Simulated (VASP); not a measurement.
W:

```
CELL_PARAMETERS angstrom
2.81941 0.00000 0.00000
-1.40970 2.44168 0.00000
0.00000 0.00000 9.20818
ATOMIC_POSITIONS crystal
W 0.00000 0.00000 0.00000
W 0.00000 0.00000 0.50000
W 0.33333 0.66667 0.25000
W 0.66667 0.33333 0.75000
```

This isn't the form of W at room conditions, which is bcc.

| Quantity | Value |
| --- | --- |
| Program | VASP 6.6.1 |
| Task | relaxation of cell and atoms |
| Functional | BLYP |
| Potentials or basis | VASP PAW PBE potentials, release 64 (W_sv) |
| Cutoff | 600 eV |
| k mesh | 13 × 13 × 4 |
| Occupations | fermi-dirac, width 0.1 eV |
| Spin | no spin polarisation |

At the start: pressure 22.6 GPa; volume 15.85 Å³/atom.

Where does the relaxation end?

Over 11 steps the energy falls by 122.9 meV/atom and the volume is 17.18 Å³/atom (+8.4 %); space group P6_3/mmc (No. 194, to 0.1 Å) before and after.

The path:
```tsv
step	energy change (eV)	largest force (eV/Å)	pressure (GPa)	volume (Å³)
1	0.0000	0.0000	22.63	63.39
2	1.9973	0.0000	-35.51	86.18
3	-0.3524	0.0000	-2.56	69.09
4	-0.3551	0.0000	-0.97	68.65
5	-0.4601	0.0000	-0.75	68.72
6	-0.2074	0.0000	5.30	68.52
7	-0.4889	0.0000	-0.24	68.72
8	-0.4914	0.0000	0.09	68.72
9	-0.4915	0.0000	0.03	68.72
10	-0.4915	0.0000	-0.08	68.75
11	-0.4915	0.0000	-0.02	68.73
```

Final structure:
```xyz
4
Lattice="2.8181 0.0000 0.0000 -1.4091 2.4406 0.0000 0.0000 0.0000 9.9934" Properties=species:S:1:pos:R:3 pbc="T T T"
W     0.0000    0.0000    0.0000
W     0.0000    0.0000    4.9967
W     0.0000    1.6270    2.4984
W     1.4091    0.8135    7.4951
```

Caveat: the PAW data sets were made with another functional, which shifts forces and pressure a little.
